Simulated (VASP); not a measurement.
B4Pd: relaxation of cell and atoms with PBE

The system is B4Pd.

```
CELL_PARAMETERS angstrom
2.92173 0.00000 0.00000
-1.46087 2.53029 0.00000
0.00000 0.00000 6.20223
ATOMIC_POSITIONS crystal
B 0.33333 0.66667 0.24360
B 0.33333 0.66667 0.75640
B 0.66667 0.33333 0.50000
B 0.33333 0.66667 0.50000
Pd 0.00000 0.00000 0.00000
```

The cell was built from a structure type or drawn by symmetry, and may not be a known phase.

```
Program                : VASP 6.6.1
Task                   : relaxation of cell and atoms
Functional             : PBE
Potentials or basis    : VASP PAW PBE potentials, release 64 (B, Pd)
Cutoff                 : 600 eV
k mesh                 : 12 × 12 × 6
Occupations            : gaussian, width 0.1 eV
Spin                   : no spin polarisation
Dipole correction      : no
Further INCAR settings : ALGO = Normal; EDIFF = 1e-06; IBRION = 2; EDIFFG = -0.01; NSW = 100; ISIF = 3
```

```
Relaxed volume                        : 9.17 Å³/atom
Relaxed cell                          : a = 2.922 Å, b = 2.922 Å, c = 6.197 Å, α = 90.00°, β = 90.00°, γ = 120.00°
Space group after relaxing (to 0.1 Å) : P-6m2 (No. 187)
Energy gained by relaxing             : 0.0 meV/atom
Ionic steps                           : 3
Pressure after relaxing               : 0.0 GPa
Band gap on the k mesh                : zero (bands 11 and 12 overlap by 0.33 eV)
```

Forces on the atoms (eV/Å):
```
B    0.000  0.000 -0.002
B    0.000  0.000  0.002
B    0.000  0.000  0.000
B    0.000  0.000  0.000
Pd   0.000  0.000  0.000
```

Step by step:
| step | energy change (eV) | largest force (eV/Å) | pressure (GPa) | volume (Å³) |
| --- | --- | --- | --- | --- |
| 1 | 0.0000 | 0.0464 | -0.07 | 45.85 |
| 2 | 0.0000 | 0.0443 | 0.12 | 45.82 |
| 3 | -0.0001 | 0.0022 | 0.03 | 45.84 |

Final structure:
```
CELL_PARAMETERS angstrom
2.92246 0.00000 0.00000
-1.46123 2.53092 0.00000
0.00000 0.00000 6.19710
ATOMIC_POSITIONS crystal
B 0.33333 0.66667 0.24379
B 0.33333 0.66667 0.75621
B 0.66667 0.33333 0.50000
B 0.33333 0.66667 0.50000
Pd 0.00000 0.00000 0.00000
```

Levels at points of the mesh, in eV from the Fermi level:
```csv
k point,band 8,band 9,band 10,band 11,band 12,band 13,band 14,band 15
"(0.00, 0.00, 0.00)",-3.23,-2.26,0.07,0.07,4.59,5.17,5.17,5.99
"(0.50, 0.00, 0.00)",-3.14,-2.98,-2.70,-1.92,0.87,3.28,4.55,4.69
"(0.00, 0.00, 0.50)",-3.25,-3.25,0.02,0.02,5.27,5.27,5.40,6.18
"(0.50, 0.00, 0.50)",-2.45,-2.12,-1.97,-0.51,-0.04,2.53,3.41,3.95
```

Run time: 2.4 min on 1 thread of Intel Xeon 8259CL, on a shared host, peak memory 0.22 GiB.
